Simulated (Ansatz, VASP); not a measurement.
# Mo in VASP and in Ansatz

The input INCAR:

```
SYSTEM = Mo
ALGO     = Fast           ! electronic algorithm
EDIFF    = 1E-7           ! SCF threshold, eV
ENCUT    = 520            ! plane-wave cutoff, eV
GGA      = CA             ! functional
ISIF     = 2              ! what is computed and relaxed
ISMEAR   = 0              ! smearing method
LASPH    = .True.         ! aspherical terms in the spheres
LCHARG   = .False.        ! write CHGCAR
LREAL    = .False.        ! projectors in reciprocal space
LWAVE    = .False.        ! write WAVECAR
NBANDS   = 13             ! bands
NELM     = 100            ! most SCF steps
PREC     = Accurate       ! precision mode
SIGMA    = 0.15           ! smearing width, eV
```

KPOINTS

```
k-points
0
Gamma
  24 24 24
  0 0 0
```

The input POSCAR:

```
Mo
1.0
   -1.5218737400      1.5218737400      1.6740611140
    1.5218737400     -1.5218737400      1.6740611140
    1.5218737400      1.5218737400     -1.6740611140
Mo
1
Direct
    0.0000000000      0.0000000000      0.0000000000
```

Input for Ansatz:

```yaml
crystal:
  lattice:
    - [-1.52187374, 1.52187374, 1.674061114]
    - [1.52187374, -1.52187374, 1.674061114]
    - [1.52187374, 1.52187374, -1.674061114]
  atoms:
    - { symbol: Mo, position: [0.0, 0.0, 0.0] }
basis:
  ecutwfc: 420
kpoints:
  mp_grid: { grid: [24, 24, 24] }
hamiltonian:
  xc: lda
scf:
  occupations: { method: gaussian, width: 0.15 }
output:
  forces: true
  stress: true
  eigenvalues: true
```

Alike in both runs: task single point; functional LDA; k mesh 24 × 24 × 24; occupations gaussian, width 0.15 eV; no spin polarisation.

|  | VASP | Ansatz |
| --- | --- | --- |
| version | VASP 6.6.1 | Ansatz 0.2.0 |
| potentials or method | VASP PAW LDA potentials, release 64 (Mo_sv), cutoff 520 eV | scalar-relativistic, plane waves, PAW |
| valence electrons in the cell | 14 | 14 |

```csv
,VASP,Ansatz,Ansatz less VASP
gap on the k mesh at the Fermi level (eV),none,none,-
pressure (GPa),-5.9,-7.0,-1.08
"traceless stress, the component that is largest in VASP (GPa)",-17.14,-17.14,-0.004
```

LDA's correlation is that of Perdew and Zunger in VASP and of Perdew and Wang (1992) in Ansatz. A gap of «none» marks a metal or a gap that the smearing closes.
